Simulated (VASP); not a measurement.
Here is a VASP 6.6.1 calculation.

INCAR

```
PREC = Accurate ; ENCUT = 520
EDIFF = 1E-6 ; ISMEAR = 0
SIGMA = 0.1 ; LREAL = F
LASPH = T ; NELM = 80
ALGO = Normal ; ISIF = 2
LWAVE = F ; LCHARG = F
GGA = PE ; NBANDS = 61
```

KPOINTS

```
Automatic mesh
0
Gamma
  8 8 2
```

The input POSCAR:

```
La2Ta2O
1.0
    3.8105386950      0.0000000000      0.0000000000
    0.0000000000      3.8105386950      0.0000000000
    0.0000000000      0.0000000000     18.8123663791
La Ta O
4 4 2
Direct
    0.0000000000      0.5000000000      0.9288021011
    0.5000000000      0.0000000000      0.0711978989
    0.0000000000      0.5000000000      0.2843138836
    0.5000000000      0.0000000000      0.7156861164
    0.5000000000      0.0000000000      0.3946842297
    0.5000000000      0.0000000000      0.5398959116
    0.0000000000      0.5000000000      0.6053157703
    0.0000000000      0.5000000000      0.4601040884
    0.5000000000      0.5000000000      0.0000000000
    0.0000000000      0.0000000000      0.0000000000
```

Potentials or basis: VASP PAW PBE potentials, release 64 (La, Ta_pv, O).

The run is started by

```bash
$ cat potpaw_PBE.64/La/POTCAR potpaw_PBE.64/Ta_pv/POTCAR potpaw_PBE.64/O/POTCAR > POTCAR
$ mpirun -np 1 vasp_std > vasp.out
```

(1) Estimate the pressure.

(2) What does it give for the largest force?

(3) What does it give for the band gap on the k mesh?

## Answers

(1) -2.3 GPa.

(2) 0.021 eV/Å.

(3) zero (bands 50 and 51 overlap by 0.31 eV).

Caveat: spin-orbit coupling is left out, which moves the levels of the heavy elements.
